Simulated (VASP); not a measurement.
# BaS (F-43m) in VASP: notebook

The runs below take BaS through single point, with PBEsol, HSE06.

Everything below comes from runs of VASP 6.6.1. Logs are shortened: lines on timing, memory, paths and dates and some standing lists are left out, and cuts for length are marked.

## (1) The cell of the first run

The structure is cubic, space group F-43m (No. 216). The conventional cell has a = 7.039 Å, b = 7.039 Å, c = 7.039 Å, α = 90.00°, β = 90.00°, γ = 90.00°. Ba (site symmetry -43m) has 4 S at 3.05 Å within 4.0 Å. Within 4.0 Å of S (site symmetry -43m) lie 4 Ba at 3.05 Å.

## (2) Single point, PBEsol

File INCAR:

```
PREC = Accurate
ENCUT = 500
EDIFF = 1E-6
ISMEAR = 0
SIGMA = 0.01
LREAL = False
LASPH = True
NELM = 120
ALGO = Normal
ISIF = 2
LWAVE = False
LCHARG = False
GGA = PS
NBANDS = 15
GGA_COMPAT = False
```

File KPOINTS:

```
Automatic mesh
0
Gamma
  4 4 4
```

File POSCAR:

```
BaS
1.0
    0.0000000000      3.5194117709      3.5194117709
    3.5194117709      0.0000000000      3.5194117709
    3.5194117709      3.5194117709      0.0000000000
Ba S
1 1
Direct
    0.0000000000      0.0000000000      0.0000000000
    0.2500000000      0.2500000000      0.2500000000
```

Potentials or basis: VASP PAW PBE potentials, release 64 (Ba_sv, S).

The run is started by

```
> cat potpaw_PBE.64/Ba_sv/POTCAR potpaw_PBE.64/S/POTCAR > POTCAR
> mpirun -np 1 vasp_std > vasp.out
```

OUTCAR:

```text
PREC = Accurate
   ENCUT = 500
   EDIFF = 1E-6
   ISMEAR = 0
   LREAL = False
   LASPH = True
   NELM = 120
   ISIF = 2
   GGA = PS

 ion  position               nearest neighbor table
   1  0.000  0.000  0.000-   2 3.05   2 3.05   2 3.05   2 3.05
   2  0.250  0.250  0.250-   1 3.05   1 3.05   1 3.05   1 3.05

  LATTYP: Found a face centered cubic cell.
 ALAT       =     7.0388235418

  Lattice vectors:

 A1 = (   0.0000000000,   3.5194117709,   3.5194117709)
 A2 = (   3.5194117709,   0.0000000000,   3.5194117709)
 A3 = (   3.5194117709,   3.5194117709,   0.0000000000)

Analysis of symmetry for initial positions (statically):
=====================================================================
 Subroutine PRICEL returns:
 Original cell was already a primitive cell.

 Routine SETGRP: Setting up the symmetry group for a
 face centered cubic supercell.

 Subroutine GETGRP returns: Found 24 space group operations
 (whereof 24 operations were pure point group operations)
 out of a pool of 48 trial point group operations.

The static configuration has the point symmetry T_d .

Analysis of symmetry for dynamics (positions and initial velocities):
=====================================================================
 Subroutine PRICEL returns:
 Original cell was already a primitive cell.

 Routine SETGRP: Setting up the symmetry group for a
 face centered cubic supercell.

 Subroutine GETGRP returns: Found 24 space group operations
 (whereof 24 operations were pure point group operations)
 out of a pool of 48 trial point group operations.

The dynamic configuration has the point symmetry T_d .

 Subroutine INISYM returns: Found 24 space group operations
 (whereof 24 operations are pure point group operations),
 and found     1 'primitive' translations

----------------------------------------------------------------------------------------

                                     Primitive cell

  volume of cell :      87.1847

  direct lattice vectors                    reciprocal lattice vectors
     0.000000000  3.519411771  3.519411771    -0.142069196  0.142069196  0.142069196
     3.519411771  0.000000000  3.519411771     0.142069196 -0.142069196  0.142069196
     3.519411771  3.519411771  0.000000000     0.142069196  0.142069196 -0.142069196

  length of vectors
     4.977199858  4.977199858  4.977199858     0.246071065  0.246071065  0.246071065

  position of ions in fractional coordinates (direct lattice)
     0.000000000  0.000000000  0.000000000
     0.250000000  0.250000000  0.250000000

  ion indices of the primitive-cell ions
   primitive index   ion index
                 1           1
                 2           2

[... 68 lines left out ...]
   EFERMI =   0.00;   METHOD = LEGACY
   ISMEAR =     0;   SIGMA  =   0.01  broadening in eV -4-tet -1-fermi 0-gaus
   EFERMI_NEDOS =   21; number of points for ismear=-14 and -15
   IALGO  =     38    algorithm
   IMIX   =      4    mixing-type and parameters
     AMIX     =   0.40;   BMIX     =  1.00
     AMIX_MAG =   1.60;   BMIX_MAG =  1.00
  volume/ion in A,a.u.               =      43.59       294.18
  Fermi-wavevector in a.u.,A,eV,Ry     =   0.930325  1.758060 11.775908  0.865505
  Thomas-Fermi vector in A             =   2.056702
   LORBIT       =      0    0 simple, 1 ext, 2 COOP (PROOUT), +10 PAW based schemes
   GGA     = PS    functional components
   LHFCALC =     F    Hartree Fock is set to
   AEXX    =    0.0000 exact exchange contribution
   IVDW    =     0    specifies the selected vdW correction
   LEPSILON=     F    determine dielectric tensor
   LRPA    =     F    only Hartree local field effects (RPA)
 non-spin polarized calculation
 Gauss-broadening in eV      SIGMA  =   0.01
  energy-cutoff  :      500.00
  volume of cell :       87.18
 maximum number of plane-waves:      2229
   NGX = 19   NGY = 19   NGZ = 19

 number of electron      15.9999999 magnetization

 Free energy of the ion-electron system (eV)
  ---------------------------------------------------
  ext. energy  EPLUGINS =         0.00000000
  ---------------------------------------------------
  free energy    TOTEN  =       -10.15403197 eV

  energy without entropy =      -10.15403197  energy(sigma->0) =      -10.15403197

 E-fermi :  -0.1529     XC(G=0):  -7.3530

 val. band max:       -0.2769267208   @ k =  -0.2500   0.5000   0.2500
 cond. band min:       2.3520987382   @ k =   0.0000   0.0000   0.0000
 fundamental gap:      2.6290254590
 Fermi energy:        -0.1528670284

 k-point     1 :       0.0000    0.0000    0.0000
  band No.  band energies     occupation
      1     -26.3491      2.00000
      2     -11.5172      2.00000
      3     -11.5172      2.00000
      4     -11.5172      2.00000
      5     -10.1676      2.00000
      6      -0.9640      2.00000
      7      -0.9640      2.00000
      8      -0.9640      2.00000
      9       2.3521      0.00000
     10       4.7242      0.00000
     11       4.7242      0.00000
     12       6.6565      0.00000
     13       6.6565      0.00000
     14       6.6565      0.00000
[... 113 lines left out ...]
      2     -12.2019      2.00000
      3     -11.6633      2.00000
      4     -11.6181      2.00000
      5      -9.3141      2.00000
      6      -0.8944      2.00000
      7      -0.8124      2.00000
      8      -0.2769      2.00000
      9       3.0453      0.00000
     10       3.9456      0.00000
     11       5.5750      0.00000
     12       6.0481      0.00000
     13       7.1065      0.00000
     14       8.1391      0.00000
     15       8.2790      0.00000

------------------------ aborting loop because EDIFF is reached ----------------------------------------

  FORCE on cell =-STRESS in cart. coord.  units (eV):
  Direction    XX          YY          ZZ          XY          YZ          ZX
  --------------------------------------------------------------------------------------
  -------------------------------------------------------------------------------------
  Total       -0.4193129     -0.4193129     -0.4193129      0.0000000      0.0000000      0.0000000
  in kB       -7.7056365     -7.7056365     -7.7056365      0.0000000      0.0000000      0.0000000
  external PRESSURE =      -7.7056365 kB  Pullay stress =       0.0000000 kB

 VOLUME and BASIS-vectors are now :
 -----------------------------------------------------------------------------
  energy-cutoff  :      500.00
  volume of cell :       87.18
      direct lattice vectors                 reciprocal lattice vectors
     0.000000000  3.519411771  3.519411771    -0.142069196  0.142069196  0.142069196
     3.519411771  0.000000000  3.519411771     0.142069196 -0.142069196  0.142069196
     3.519411771  3.519411771  0.000000000     0.142069196  0.142069196 -0.142069196

 POSITION                                       TOTAL-FORCE (eV/Angst)
 -----------------------------------------------------------------------------------
      0.00000      0.00000      0.00000         0.000000      0.000000      0.000000
      1.75971      1.75971      1.75971        -0.000000     -0.000000     -0.000000
 -----------------------------------------------------------------------------------
    total drift:                               -0.000000     -0.000000     -0.000000

  FREE ENERGIE OF THE ION-ELECTRON SYSTEM (eV)
  ---------------------------------------------------
  free  energy   TOTEN  =       -10.1540319715 eV

  energy  without entropy=      -10.1540319715  energy(sigma->0) =      -10.15403197
```

Wall time 7.8 s (1 thread of AMD EPYC 9R45 (Zen 5), shared host); peak memory 0.17 GiB.

Results:

| Quantity | Value |
| --- | --- |
| Free energy | -10.1540 eV |
| Pressure | -0.8 GPa |
| Band gap on the k mesh | 2.63 eV (least direct gap 3.32 eV) |

Levels at points of the mesh, in eV from the valence-band top:
```tsv
k point	band 6	band 7	band 8	band 9	band 10	band 11
(0.00, 0.00, 0.00)	-0.69	-0.69	-0.69	2.63	5.00	5.00
(0.50, 0.00, 0.00)	-0.62	-0.43	-0.43	4.37	5.19	5.19
(0.50, 0.50, 0.00)	-1.11	-0.01	-0.01	3.36	4.48	6.26
```

Caveat: the PAW data sets were made with another functional, which shifts forces and pressure a little; spin-orbit coupling is left out, which moves the levels of the heavy elements. A k mesh can miss the band edges.

## (3) Single point, PBEsol

File INCAR:

```
SYSTEM = BaS
PREC = Accurate ; ENCUT = 500
EDIFF = 1E-6 ; ISMEAR = 0
SIGMA = 0.01 ; LREAL = .FALSE.
LASPH = .TRUE. ; NELM = 120
ALGO = Normal ; ISIF = 2
LWAVE = .FALSE. ; LCHARG = .FALSE.
GGA = PS ; NBANDS = 15
GGA_COMPAT = .FALSE.
```

File KPOINTS:

```
regular mesh
0
G
  4 4 4
  0 0 0
```

POSCAR is that of step 2.

Potentials or basis: VASP PAW PBE potentials, release 64 (Ba_sv, S).

The run is started by

```
> cat potpaw_PBE.64/Ba_sv/POTCAR potpaw_PBE.64/S/POTCAR > POTCAR
> mpirun -np 1 vasp_std > vasp.out
```

Run time: 7.8 s. Hardware: 1 thread of AMD EPYC 9R45 (Zen 5), shared host; peak memory 0.17 GiB.

Results (log left out):

```yaml
Free_energy: -10.1540 eV
Pressure: -0.8 GPa
Band_gap_on_the_k_mesh: 2.63 eV (least direct gap 3.32 eV)
```

Levels at points of the mesh, in eV from the valence-band top:
| k point | band 4 | band 5 | band 6 | band 7 | band 8 | band 9 | band 10 | band 11 | band 12 | band 13 |
| --- | --- | --- | --- | --- | --- | --- | --- | --- | --- | --- |
| (0.00, 0.00, 0.00) | -11.24 | -9.89 | -0.69 | -0.69 | -0.69 | 2.63 | 5.00 | 5.00 | 6.93 | 6.93 |
| (0.50, 0.00, 0.00) | -11.28 | -9.25 | -0.62 | -0.43 | -0.43 | 4.37 | 5.19 | 5.19 | 5.30 | 6.35 |
| (0.50, 0.50, 0.00) | -11.34 | -9.06 | -1.11 | -0.01 | -0.01 | 3.36 | 4.48 | 6.26 | 6.26 | 6.30 |

Caveat: the PAW data sets were made with another functional, which shifts forces and pressure a little; spin-orbit coupling is left out, which moves the levels of the heavy elements. A k mesh can miss the band edges.

## (4) Single point, PBEsol

File INCAR:

```
ALGO = Normal
EDIFF = 1E-6
ENCUT = 500
GGA = PS
GGA_COMPAT = False
ISIF = 2
ISMEAR = 1
LASPH = True
LCHARG = False
LREAL = False
LWAVE = False
NBANDS = 15
NELM = 120
PREC = Accurate
SIGMA = 0.05
```

File KPOINTS:

```
k-points
0
Gamma
  4 4 4
```

POSCAR is that of step 3.

The run is started by

```
> cat potpaw_PBE.64/Ba_sv/POTCAR potpaw_PBE.64/S/POTCAR > POTCAR
> mpirun -np 1 vasp_std > vasp.out
```

It took 7.7 s on 1 thread of AMD EPYC 9R45 (Zen 5), shared host; peak memory 0.17 GiB.

It converged, with:

```
Free energy            : -10.1535 eV
Pressure               : -0.8 GPa
Band gap on the k mesh : 2.63 eV (least direct gap 3.32 eV)
```

Levels at points of the mesh, in eV from the valence-band top:
```
           k point  band 5  band 6  band 7  band 8  band 9  band 10  band 11  band 12
(0.00, 0.00, 0.00)   -9.89   -0.69   -0.69   -0.69    2.63     5.00     5.00     6.93
(0.50, 0.00, 0.00)   -9.25   -0.62   -0.43   -0.43    4.37     5.19     5.19     5.30
(0.50, 0.50, 0.00)   -9.06   -1.11   -0.01   -0.01    3.36     4.48     6.26     6.26
```

Caveat: the PAW data sets were made with another functional, which shifts forces and pressure a little; spin-orbit coupling is left out, which moves the levels of the heavy elements.

## (5) Single point, PBEsol

File INCAR:

```
ALGO = Normal
EDIFF = 1E-6
ENCUT = 500
GGA = PS
GGA_COMPAT = False
ISIF = 2
ISMEAR = 0
LASPH = True
LCHARG = True
LELF = True
LREAL = False
LVHAR = True
LWAVE = False
NBANDS = 15
NELM = 120
PREC = Accurate
SIGMA = 0.5
```

KPOINTS is that of step 4.

POSCAR is that of step 4.

The run is started by

```
> cat potpaw_PBE.64/Ba_sv/POTCAR potpaw_PBE.64/S/POTCAR > POTCAR
> mpirun -np 1 vasp_std > vasp.out
```

It took 8.6 s on 1 thread of AMD EPYC 9R45 (Zen 5), shared host; peak memory 0.17 GiB.

Results (log left out):

* Free energy: -10.1540 eV
* Pressure: -0.8 GPa
* Band gap on the k mesh: 2.63 eV (least direct gap 3.32 eV)

Levels at points of the mesh, in eV from the valence-band top:
```tsv
k point	band 6	band 7	band 8	band 9	band 10	band 11
(0.00, 0.00, 0.00)	-0.69	-0.69	-0.69	2.63	5.00	5.00
(0.50, 0.00, 0.00)	-0.62	-0.43	-0.43	4.37	5.19	5.19
(0.50, 0.50, 0.00)	-1.11	-0.01	-0.01	3.36	4.48	6.26
```

Caveat: the PAW data sets were made with another functional, which shifts forces and pressure a little; spin-orbit coupling is left out, which moves the levels of the heavy elements. A k mesh can miss the band edges.

(Continued in part 2 of 2.)
